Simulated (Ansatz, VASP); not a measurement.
**Hf2Cl in VASP and in Ansatz**

Contents of INCAR:

```
ALGO = Normal ; EDIFF = 1E-6
EDIFFG = -0.04 ; ENCUT = 600
GGA = PE ; IBRION = 2
ISIF = 3 ; ISMEAR = 0
LASPH = True ; LCHARG = False
LREAL = False ; LWAVE = False
NELM = 100 ; NSW = 90
PREC = Accurate ; SIGMA = 0.1
```

KPOINTS

```
k-points
0
Gamma
  6 6 6
```

The input POSCAR:

```
Hf2Cl
1.0
   -1.8558430668      1.8558430668      4.5526150231
    1.8558430668     -1.8558430668      4.5526150231
    1.8558430668      1.8558430668     -4.5526150231
Hf Cl
2 1
Direct
    0.6650000000      0.6650000000      0.0000000000
    0.3350000000      0.3350000000      0.0000000000
    0.0000000000      0.0000000000      0.0000000000
```

Input for Ansatz:

```yaml
crystal:
  lattice:
    - [-1.8558430668, 1.8558430668, 4.5526150231]
    - [1.8558430668, -1.8558430668, 4.5526150231]
    - [1.8558430668, 1.8558430668, -4.5526150231]
  atoms:
    - { symbol: Hf, position: [0.665, 0.665, 0.0] }
    - { symbol: Hf, position: [0.335, 0.335, 0.0] }
    - { symbol: Cl, position: [0.0, 0.0, 0.0] }
basis:
  ecutwfc: 420
kpoints:
  mp_grid: { grid: [6, 6, 6] }
hamiltonian:
  xc: pbe
scf:
  occupations: { method: gaussian, width: 0.1 }
  lower_state_search: "off"
output:
  forces: true
  stress: true
  eigenvalues: true
relax:
  adjacent_minimum: "off"
  f_tol: 0.04
  max_steps: 70
  cell: { stress_tol: 0.4 }
```

Alike in both runs: task relaxation of cell and atoms; functional PBE; k mesh 6 × 6 × 6; occupations gaussian, width 0.1 eV; no spin polarisation.

|  | VASP | Ansatz |
| --- | --- | --- |
| version | VASP 6.6.1 | Ansatz 0.2.0 |
| potentials or method | VASP PAW PBE potentials, release 64 (Hf_pv, Cl), cutoff 600 eV | scalar-relativistic, plane waves, PAW |
| valence electrons in the cell | 27 | 59 |

VASP gave:

* gap on the k mesh at the Fermi level, each at its own relaxed structure (eV): none
* relaxed volume (Å³/atom): 21.44
* relaxed length of the cell vector where the two differ most in proportion (Å): 6.947

Problem. What did Ansatz give for the same quantities?

Solution. gap on the k mesh at the Fermi level, each at its own relaxed structure (eV): none; relaxed volume (Å³/atom): 21.56; relaxed length of the cell vector where the two differ most in proportion (Å): 6.957.

A gap of «none» marks a metal or a gap that the smearing closes. VASP's potentials hold 27 valence electrons a cell and Ansatz's 59, so a difference there can come from the potentials and not from the codes.

The k mesh is coarse, so the values compare programs but aren't converged. Neither program's run includes spin-orbit coupling.
